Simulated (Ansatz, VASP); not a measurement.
CuAu: VASP beside Ansatz

Contents of INCAR:

```
SYSTEM = CuAu
PREC     = Accurate       ! precision mode
ENCUT    = 520            ! plane-wave cutoff, eV
EDIFF    = 1E-6           ! SCF threshold, eV
ISMEAR   = 0              ! smearing method
SIGMA    = 0.15           ! smearing width, eV
LREAL    = .False.        ! projectors in reciprocal space
LASPH    = .True.         ! aspherical terms in the spheres
NELM     = 80             ! most SCF steps
ALGO     = Fast           ! electronic algorithm
ISIF     = 2              ! what is computed and relaxed
LWAVE    = .False.        ! write WAVECAR
LCHARG   = .False.        ! write CHGCAR
GGA      = PE             ! functional
NBANDS   = 18             ! bands
```

Contents of KPOINTS:

```
Automatic mesh
0
Gamma
  18 18 14
  0 0 0
```

Contents of POSCAR:

```
CuAu
1.0
    2.8700000000      0.0000000000      0.0000000000
    0.0000000000      2.8700000000      0.0000000000
    0.0000000000      0.0000000000      3.7617500000
Cu Au
1 1
Direct
    0.5000000000      0.5000000000      0.5000000000
    0.0000000000      0.0000000000      0.0000000000
```

Input for Ansatz:

```yaml
crystal:
  lattice:
    - [2.87, 0.0, 0.0]
    - [0.0, 2.87, 0.0]
    - [0.0, 0.0, 3.76175]
  atoms:
    - { symbol: Cu, position: [0.5, 0.5, 0.5] }
    - { symbol: Au, position: [0.0, 0.0, 0.0] }
basis:
  ecutwfc: 420
kpoints:
  mp_grid: { grid: [18, 18, 14] }
hamiltonian:
  xc: pbe
scf:
  occupations: { method: gaussian, width: 0.15 }
output:
  forces: true
  stress: true
  eigenvalues: true
```

Change from the starting cell: strain +0.025 along x and y, +0.025 along z, atoms carried along.

Alike in both runs: task single point; functional PBE; k mesh 18 × 18 × 14; occupations gaussian, width 0.15 eV; no spin polarisation.

```csv
,VASP,Ansatz
version,VASP 6.6.1,Ansatz 0.2.0
potentials or method,"VASP PAW PBE potentials, release 64 (Cu, Au), cutoff 520 eV","scalar-relativistic, plane waves, PAW"
valence electrons in the cell,22,38
```

|  | VASP | Ansatz | Ansatz less VASP |
| --- | --- | --- | --- |
| gap on the k mesh at the Fermi level (eV) | none | none | - |
| pressure (GPa) | -3.9 | -4.0 | -0.10 |
| traceless stress, the component that is largest in VASP (GPa) | -0.44 | -0.46 | -0.019 |

A gap of «none» marks a metal or a gap that the smearing closes. With one functional, cell and mesh, what is left measures potentials, basis and numerics. VASP's potentials hold 22 valence electrons a cell and Ansatz's 38, so a difference there can come from the potentials and not from the codes.

Neither program's run includes spin-orbit coupling.
